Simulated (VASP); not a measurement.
# LiCl (Pmc2_1) in VASP: single point with PBE

Aim: the single point of LiCl with PBE.

Everything below comes from runs of VASP 6.6.1. Logs are shortened: lines on timing, memory, paths and dates and some standing lists are left out, and cuts for length are marked.

## (1) The cell of the first run

Symmetry: Pmc2_1, No. 26, orthorhombic system. Conventional cell: a = 3.664 Å, b = 10.614 Å, c = 6.470 Å, α = 90.00°, β = 90.00°, γ = 90.00°. Within 3.0 Å of Li (site symmetry m) lie 4 Cl at 2.30 to 2.46 Å. Li (site symmetry m) has 4 Cl at 2.32 to 2.46 Å within 3.1 Å. Within 3.4 Å of Li (site symmetry m) lie 5 Cl at 2.51 to 2.66 Å and 2 Li at 3.36 Å. Within 3.1 Å of Cl (site symmetry m) lie 4 Li at 2.32 to 2.51 Å. Cl (site symmetry m) has 4 Li at 2.30 to 2.51 Å within 3.0 Å. Cl (site symmetry m) has 5 Li at 2.46 to 2.66 Å within 3.3 Å.

## (2) Single point, PBE

The input, INCAR:

```
SYSTEM = LiCl
  PREC = Accurate
  ENCUT = 520
  EDIFF = 1E-6
  ISMEAR = 0
  SIGMA = 0.1
  LREAL = .False.
  LASPH = .True.
  NELM = 80
  ALGO = Normal
  ISIF = 2
  LWAVE = .False.
  LCHARG = .False.
  GGA = PE
  NBANDS = 42
```

The input, KPOINTS:

```
regular mesh
0
Gamma
  6 2 4
  0 0 0
```

The input, POSCAR:

```
LiCl
1.0
    3.6638346888      0.0000000000      0.0000000000
    0.0000000000     10.6139780051      0.0000000000
    0.0000000000      0.0000000000      6.4696088726
Li Cl
6 6
Direct
    0.5000000000      0.8934456122      0.0889817782
    0.5000000000      0.6051217077      0.9179872952
    0.0000000000      0.7456430000      0.4503893949
    0.5000000000      0.1065543878      0.5889817782
    0.5000000000      0.3948782923      0.4179872952
    0.0000000000      0.2543570000      0.9503893949
    0.5000000000      0.5971468060      0.5554984897
    0.5000000000      0.9075837267      0.4479355362
    0.0000000000      0.7413444676      0.0391334994
    0.5000000000      0.4028531940      0.0554984897
    0.5000000000      0.0924162733      0.9479355362
    0.0000000000      0.2586555324      0.5391334994
```

Potentials or basis: VASP PAW PBE potentials, release 64 (Li_sv, Cl).

Command:

```
$ cat potpaw_PBE.64/Li_sv/POTCAR potpaw_PBE.64/Cl/POTCAR > POTCAR
$ mpirun -np 1 vasp_std > vasp.out
```

OUTCAR:

```text
SYSTEM = LiCl
   PREC = Accurate
   ENCUT = 520
   EDIFF = 1E-6
   ISMEAR = 0
   LREAL = .False.
   LASPH = .True.
   NELM = 80
   ISIF = 2
   GGA = PE

 ion  position               nearest neighbor table
   1  0.500  0.893  0.089-  11 2.30   8 2.33   9 2.46   9 2.46
   2  0.500  0.605  0.918-  10 2.32   7 2.35   9 2.46   9 2.46
   3  0.000  0.746  0.450-   7 2.51   7 2.51   8 2.51   8 2.51
   4  0.500  0.107  0.589-   8 2.30  11 2.33  12 2.46  12 2.46
   5  0.500  0.395  0.418-   7 2.32  10 2.35  12 2.46  12 2.46
   6  0.000  0.254  0.950-  10 2.51  10 2.51  11 2.51  11 2.51
   7  0.500  0.597  0.555-   5 2.32   2 2.35   3 2.51   3 2.51
   8  0.500  0.908  0.448-   4 2.30   1 2.33   3 2.51   3 2.51
   9  0.000  0.741  0.039-   2 2.46   2 2.46   1 2.46   1 2.46
  10  0.500  0.403  0.055-   2 2.32   5 2.35   6 2.51   6 2.51
  11  0.500  0.092  0.948-   1 2.30   4 2.33   6 2.51   6 2.51
  12  0.000  0.259  0.539-   5 2.46   5 2.46   4 2.46   4 2.46

  LATTYP: Found a simple orthorhombic cell.
 ALAT       =     3.6638346888
 B/A-ratio  =     1.7658026145
 C/A-ratio  =     2.8969587622

  Lattice vectors:

 A1 = (  -3.6638346888,   0.0000000000,   0.0000000000)
 A2 = (   0.0000000000,   0.0000000000,   6.4696088726)
 A3 = (   0.0000000000,  10.6139780051,   0.0000000000)

Analysis of symmetry for initial positions (statically):
=====================================================================
 Subroutine PRICEL returns:
 Original cell was already a primitive cell.

 Routine SETGRP: Setting up the symmetry group for a
 simple orthorhombic supercell.

 Subroutine GETGRP returns: Found  4 space group operations
 (whereof  2 operations were pure point group operations)
 out of a pool of  8 trial point group operations.

The static configuration has the point symmetry C_1h.
 The point group associated with its full space group is C_2v.

Analysis of symmetry for dynamics (positions and initial velocities):
=====================================================================
 Subroutine PRICEL returns:
 Original cell was already a primitive cell.

 Routine SETGRP: Setting up the symmetry group for a
 simple orthorhombic supercell.

 Subroutine GETGRP returns: Found  4 space group operations
 (whereof  2 operations were pure point group operations)
 out of a pool of  8 trial point group operations.

The dynamic configuration has the point symmetry C_1h.
 The point group associated with its full space group is C_2v.

 Subroutine INISYM returns: Found  4 space group operations
 (whereof  2 operations are pure point group operations),
 and found     1 'primitive' translations

----------------------------------------------------------------------------------------

                                     Primitive cell

  volume of cell :     251.5892

  direct lattice vectors                    reciprocal lattice vectors
     3.663834689  0.000000000  0.000000000     0.272938079  0.000000000  0.000000000
     0.000000000 10.613978005  0.000000000     0.000000000  0.094215383  0.000000000
     0.000000000  0.000000000  6.469608873     0.000000000  0.000000000  0.154568849

  length of vectors
     3.663834689 10.613978005  6.469608873     0.272938079  0.094215383  0.154568849

  position of ions in fractional coordinates (direct lattice)
     0.500000000  0.893445612  0.088981778
     0.500000000  0.605121708  0.917987295
     0.000000000  0.745643000  0.450389395
     0.500000000  0.106554388  0.588981778
     0.500000000  0.394878292  0.417987295
     0.000000000  0.254357000  0.950389395
     0.500000000  0.597146806  0.555498490
     0.500000000  0.907583727  0.447935536
     0.000000000  0.741344468  0.039133499
     0.500000000  0.402853194  0.055498490
     0.500000000  0.092416273  0.947935536
     0.000000000  0.258655532  0.539133499

  ion indices of the primitive-cell ions
   primitive index   ion index
                 1           1
                 2           2
                 3           3
                 4           4
                 5           5
                 6           6
                 7           7
                 8           8
                 9           9
                10          10
                11          11
                12          12

----------------------------------------------------------------------------------------

 KPOINTS: regular mesh

Automatic generation of k-mesh.
 Grid dimensions read from file:
 generate k-points for:    6    2    4

 Generating k-lattice:

  Cartesian coordinates                     Fractional coordinates (reciprocal lattice)
     0.045489680  0.000000000  0.000000000     0.166666667  0.000000000  0.000000000
     0.000000000  0.047107691  0.000000000     0.000000000  0.500000000  0.000000000
     0.000000000  0.000000000  0.038642212     0.000000000  0.000000000  0.250000000

  Length of vectors
     0.045489680  0.047107691  0.038642212

  Shift w.r.t. Gamma in fractional coordinates (k-lattice)
     0.000000000  0.000000000  0.000000000

 Subroutine IBZKPT returns following result:
 ===========================================

 Found     24 irreducible k-points:

 Following reciprocal coordinates:
            Coordinates               Weight
  0.000000  0.000000  0.000000      1.000000
  0.166667  0.000000  0.000000      2.000000
  0.333333  0.000000  0.000000      2.000000
  0.500000  0.000000  0.000000      1.000000
  0.000000  0.500000  0.000000      1.000000
  0.166667  0.500000  0.000000      2.000000
[... 16 lines left out ...]
  0.333333  0.500000  0.500000      2.000000
  0.500000  0.500000  0.500000      1.000000
   k-points           NKPTS =     24   k-points in BZ     NKDIM =     24   number of bands    NBANDS=     42
   number of dos      NEDOS =    301   number of ions     NIONS =     12
   total plane-waves  NPLWV = 107520
   dimension x,y,z NGX =    28 NGY =   80 NGZ =   48
   dimension x,y,z NGXF=    56 NGYF=  160 NGZF=   96
   ions per type =               6   6
   NGX,Y,Z   is equivalent  to a cutoff of  12.70, 12.53, 12.33 a.u.
   NGXF,Y,Z  is equivalent  to a cutoff of  25.41, 25.06, 24.67 a.u.
 SYSTEM =  LiCl
   PREC   = accura    normal or accurate (medium, high low for compatibility)
   ISTART =      0    job   : 0-new  1-cont  2-samecut
   ICHARG =      2    charge: 1-file 2-atom 10-const
   ISPIN  =      1    spin polarized calculation?
   LNONCOLLINEAR =      F non collinear calculations
   LSORBIT =      F    spin-orbit coupling
   LASPH  =      T    aspherical Exc in radial PAW
   ENCUT  =  520.0 eV  38.22 Ry    6.18 a.u.   6.81 19.73 12.03*2*pi/ulx,y,z
   NELM   =     80;   NELMIN=  2; NELMDL= -5     # of ELM steps
   EDIFF  = 0.1E-05   stopping-criterion for ELM
   LREAL  =      F    real-space projection
   EDIFFG = 0.1E-04   stopping-criterion for IOM
   NSW    =      0    number of steps for IOM
   IBRION =     -1    ionic relax: 0-MD 1-quasi-New 2-CG
   NFREE  =      0    steps in history (QN), initial steepest desc. (CG)
   ISIF   =      2    stress and relaxation
   ISYM   =      2    0-nonsym 1-usesym 2-fastsym
   POTIM  = 0.5000    time-step for ionic-motion
   TEBEG  =    0.0;   TEEND  =   0.0 temperature during run
   PSTRESS=    0.0 pullay stress
   NELECT =      60.0000    total number of electrons
   NUPDOWN=      -1.0000    fix difference up-down
   EMIN   =  10.00;   EMAX   =-10.00  energy-range for DOS
   EFERMI =   0.00;   METHOD = LEGACY
   ISMEAR =     0;   SIGMA  =   0.10  broadening in eV -4-tet -1-fermi 0-gaus
   EFERMI_NEDOS =   21; number of points for ismear=-14 and -15
   IALGO  =     38    algorithm
   IMIX   =      4    mixing-type and parameters
     AMIX     =   0.40;   BMIX     =  1.00
     AMIX_MAG =   1.60;   BMIX_MAG =  1.00
  volume/ion in A,a.u.               =      20.97       141.48
  Fermi-wavevector in a.u.,A,eV,Ry     =   1.015222  1.918492 14.023207  1.030677
  Thomas-Fermi vector in A             =   2.148496
   LORBIT       =      0    0 simple, 1 ext, 2 COOP (PROOUT), +10 PAW based schemes
   GGA     = PE    functional components
   LHFCALC =     F    Hartree Fock is set to
   AEXX    =    0.0000 exact exchange contribution
   IVDW    =     0    specifies the selected vdW correction
   LEPSILON=     F    determine dielectric tensor
   LRPA    =     F    only Hartree local field effects (RPA)
 non-spin polarized calculation
 Gauss-broadening in eV      SIGMA  =   0.10
  energy-cutoff  :      520.00
  volume of cell :      251.59
 maximum number of plane-waves:      6800
 NGX is ok and might be reduce to    28
   NGX = 13   NGY = 39   NGZ = 25

 number of electron      59.9999963 magnetization

 Free energy of the ion-electron system (eV)
  ---------------------------------------------------
  ext. energy  EPLUGINS =         0.00000000
  ---------------------------------------------------
  free energy    TOTEN  =       -44.04206405 eV

  energy without entropy =      -44.04206405  energy(sigma->0) =      -44.04206405

 E-fermi :  -0.2241     XC(G=0):  -7.6167

 val. band max:       -0.7716400798   @ k =   0.0000   0.0000   0.0000
 cond. band min:       4.6549729038   @ k =   0.0000   0.0000   0.0000
 fundamental gap:      5.4266129836
 Fermi energy:        -0.2240943554

 k-point     1 :       0.0000    0.0000    0.0000
  band No.  band energies     occupation
      1     -44.4158      2.00000
      2     -44.4157      2.00000
      3     -44.3357      2.00000
      4     -44.3352      2.00000
      5     -44.3110      2.00000
      6     -44.3105      2.00000
[... 34 lines left out ...]
     41       8.7671      0.00000
     42       8.8534      0.00000

 k-point     2 :       0.1667    0.0000    0.0000
  band No.  band energies     occupation
      1     -44.4156      2.00000
      2     -44.4155      2.00000
      3     -44.3355      2.00000
      4     -44.3351      2.00000
      5     -44.3108      2.00000
      6     -44.3103      2.00000
[... 34 lines left out ...]
     41       8.6638      0.00000
     42       8.8630      0.00000

 k-point     3 :       0.3333    0.0000    0.0000
  band No.  band energies     occupation
      1     -44.4151      2.00000
      2     -44.4151      2.00000
      3     -44.3352      2.00000
      4     -44.3347      2.00000
      5     -44.3105      2.00000
      6     -44.3100      2.00000
[... 34 lines left out ...]
     41       8.4273      0.00000
     42       8.6586      0.00000

 k-point     4 :       0.5000    0.0000    0.0000
  band No.  band energies     occupation
      1     -44.4149      2.00000
      2     -44.4149      2.00000
      3     -44.3350      2.00000
      4     -44.3345      2.00000
      5     -44.3103      2.00000
      6     -44.3098      2.00000
[... 844 lines left out ...]
     41       8.7143      0.00000
     42       8.7160      0.00000

 k-point    23 :       0.3333    0.5000    0.5000
  band No.  band energies     occupation
      1     -44.4151      2.00000
      2     -44.4151      2.00000
      3     -44.3349      2.00000
      4     -44.3349      2.00000
      5     -44.3102      2.00000
      6     -44.3102      2.00000
[... 34 lines left out ...]
     41       8.6426      0.00000
     42       8.6471      0.00000

 k-point    24 :       0.5000    0.5000    0.5000
  band No.  band energies     occupation
      1     -44.4149      2.00000
      2     -44.4149      2.00000
      3     -44.3347      2.00000
      4     -44.3347      2.00000
      5     -44.3100      2.00000
      6     -44.3100      2.00000
[... 34 lines left out ...]
     41       8.6698      0.00000
     42       8.6701      0.00000

------------------------ aborting loop because EDIFF is reached ----------------------------------------

  FORCE on cell =-STRESS in cart. coord.  units (eV):
  Direction    XX          YY          ZZ          XY          YZ          ZX
  --------------------------------------------------------------------------------------
  -------------------------------------------------------------------------------------
  Total       -0.2097118     -0.1158212     -0.1571506      0.0000000      0.0000000      0.0000000
  in kB       -1.3354920     -0.7375758     -1.0007703      0.0000000      0.0000000      0.0000000
  external PRESSURE =      -1.0246127 kB  Pullay stress =       0.0000000 kB

 VOLUME and BASIS-vectors are now :
 -----------------------------------------------------------------------------
  energy-cutoff  :      520.00
  volume of cell :      251.59
      direct lattice vectors                 reciprocal lattice vectors
     3.663834689  0.000000000  0.000000000     0.272938079  0.000000000  0.000000000
     0.000000000 10.613978005  0.000000000     0.000000000  0.094215383  0.000000000
     0.000000000  0.000000000  6.469608873     0.000000000  0.000000000  0.154568849

 POSITION                                       TOTAL-FORCE (eV/Angst)
 -----------------------------------------------------------------------------------
      1.83192      9.48301      0.57568         0.000000     -0.003206      0.000333
      1.83192      6.42275      5.93902         0.000000      0.001014      0.000701
      0.00000      7.91424      2.91384         0.000000     -0.000506     -0.002265
      1.83192      1.13097      3.81048         0.000000      0.003206      0.000333
      1.83192      4.19123      2.70421         0.000000     -0.001014      0.000701
      0.00000      2.69974      6.14865         0.000000      0.000506     -0.002265
      1.83192      6.33810      3.59386         0.000000      0.000160     -0.000718
      1.83192      9.63307      2.89797         0.000000     -0.002893      0.000428
      0.00000      7.86861      0.25318         0.000000      0.000229      0.001522
      1.83192      4.27587      0.35905         0.000000     -0.000160     -0.000718
      1.83192      0.98090      6.13277         0.000000      0.002893      0.000428
      0.00000      2.74536      3.48798         0.000000     -0.000229      0.001522
 -----------------------------------------------------------------------------------
    total drift:                                0.000000      0.000000      0.000238

  FREE ENERGIE OF THE ION-ELECTRON SYSTEM (eV)
  ---------------------------------------------------
  free  energy   TOTEN  =       -44.0420640548 eV

  energy  without entropy=      -44.0420640548  energy(sigma->0) =      -44.04206405
```

Run time: 2.5 min. Hardware: 1 thread of AMD EPYC 9R45 (Zen 5), shared host; peak memory 0.37 GiB.

What came out:

```yaml
Free_energy: -44.0421 eV
Largest_force: 0.003 eV/Å
Band_gap_on_the_k_mesh: 5.43 eV
```

Forces in eV/Å, atoms in the order of the input:
```
Li   0.000 -0.003  0.000
Li   0.000  0.001  0.001
Li   0.000 -0.001 -0.002
Li   0.000  0.003  0.000
Li   0.000 -0.001  0.001
Li   0.000  0.001 -0.002
Cl   0.000  0.000 -0.001
Cl   0.000 -0.003  0.000
Cl   0.000  0.000  0.002
Cl   0.000  0.000 -0.001
Cl   0.000  0.003  0.000
Cl   0.000  0.000  0.002
```

Caveat: the cutoff is under 1.25 times the usual one of these potentials, so pressure, stress and relaxed cells hold a basis-set (Pulay) error. A k mesh can miss the band edges.
